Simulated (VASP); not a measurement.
The system is Li2Si4P.

```xyz
7
Lattice="8.1634 0.0000 0.0000 -4.0817 7.0697 0.0000 0.0000 0.0000 4.0633" Properties=species:S:1:pos:R:3 pbc="T T T"
Li    0.0000    4.7131    2.0316
Li    4.0817    2.3566    2.0316
Si    4.0817    0.0000    2.0316
Si   -2.0408    3.5348    2.0316
Si    2.0408    3.5348    2.0316
Si    0.0000    0.0000    2.0316
P     0.0000    0.0000    0.0000
```

* Program: VASP 6.6.1
* Task: relaxation of cell and atoms
* Functional: PBE
* Potentials or basis: VASP PAW PBE potentials, release 64 (Li_sv, Si, P)
* Cutoff: 600 eV
* k mesh: 6 × 6 × 10
* Occupations: gaussian, width 0.1 eV
* Spin: no spin polarisation

At the start: pressure 0.4 GPa; volume 33.50 Å³/atom.

**Question.** How do energy, volume and symmetry change on relaxing?

**Answer.** Over 8 steps the energy falls by 2.8 meV/atom and the volume is 33.98 Å³/atom (+1.4 %); space group P6/mmm (No. 191, to 0.05 Å).

Step by step:
```
step  energy change (eV)  largest force (eV/Å)  pressure (GPa)  volume (Å³)
   1              0.0000                0.0000            0.43       234.50
   2             -0.0157                0.0000            0.09       237.58
   3             -0.0183                0.0000            0.00       239.00
   4             -0.0183                0.0000           -0.15       241.85
   5             -0.0191                0.0000           -0.08       240.47
   6             -0.0191                0.0000           -0.08       240.35
   7             -0.0195                0.0000           -0.05       239.72
   8             -0.0198                0.0000            0.04       237.84
```

Final structure:
```xyz
7
Lattice="8.1155 0.0000 0.0000 -4.0577 7.0282 0.0000 0.0000 0.0000 4.1700" Properties=species:S:1:pos:R:3 pbc="T T T"
Li    0.0000    4.6855    2.0850
Li    4.0577    2.3427    2.0850
Si    4.0577    0.0000    2.0850
Si    6.0866    3.5141    2.0850
Si    2.0289    3.5141    2.0850
Si    8.1155    0.0000    2.0850
P     8.1155    0.0000    4.1700
```

Caveat: the cutoff is under 1.25 times the usual one of these potentials, so pressure, stress and relaxed cells hold a basis-set (Pulay) error.
